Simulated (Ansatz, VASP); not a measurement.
## CdSe in VASP and in Ansatz

```xyz
2
Lattice="0.0000 2.9430 2.9430 2.9430 0.0000 2.9430 2.9430 2.9430 0.0000" Properties=species:S:1:pos:R:3 pbc="T T T"
Cd    0.0000    0.0000    0.0000
Se    1.4715    1.4715    1.4715
```

Change from the starting cell: volume scaled by 0.94, crystal datasets.

Alike in both runs: task single point; functional LDA; k mesh 11 × 11 × 11; occupations fermi-dirac, width 0.05 eV; no spin polarisation.

|  | VASP | Ansatz |
| --- | --- | --- |
| version | VASP 6.6.1 | Ansatz 0.2.0 |
| potentials or method | VASP PAW LDA potentials, release 64 (Cd, Se), cutoff 500 eV | all-electron PAW with datasets made for the crystal, scalar-relativistic |

|  | VASP | Ansatz | Ansatz less VASP |
| --- | --- | --- | --- |
| pressure (GPa) | 4.7 | 4.1 | -0.62 |

LDA's correlation is that of Perdew and Zunger in VASP and of Perdew and Wang (1992) in Ansatz. Ansatz ran all-electron here, and VASP with PAW potentials.
